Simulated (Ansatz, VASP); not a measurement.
Two plane-wave programs on BaS

```
Ba S
1.0
    -2.27731    2.27731    3.21081
     2.27731   -2.27731    3.21081
     2.27731    2.27731   -3.21081
Ba S
1 1
Cartesian
  0.0000 0.0000 0.0000
  0.0000 0.0000 3.2108
```

Change from the starting cell: species swapped into the NbH type (I4/mmm, No. 139).

Alike in both runs: functional PBE; k mesh 5 × 5 × 5; occupations gaussian, width 0.15 eV; no spin polarisation.

Ansatz relaxed the structure, and its values are those at the end. VASP's run is a single point on that final structure, the one shown.

```csv
,VASP,Ansatz
version,VASP 6.6.1,Ansatz 0.2.0
potentials or method,"VASP PAW PBE potentials, release 64 (Ba_sv, S), cutoff 500 eV","scalar-relativistic, plane waves, PAW"
valence electrons in the cell,16,16
```

Ansatz gave:

- gap on the k mesh at the Fermi level (eV): 2.34
- least direct gap on the mesh (eV): 2.47
- pressure (GPa): -0.1

Problem. Which values does VASP return?

Solution. gap on the k mesh at the Fermi level (eV): 2.25; least direct gap on the mesh (eV): 2.41; pressure (GPa): 0.4.

The functional is the same, so the differences come from potentials, cutoffs and numerics.

Spin-orbit coupling is off throughout.
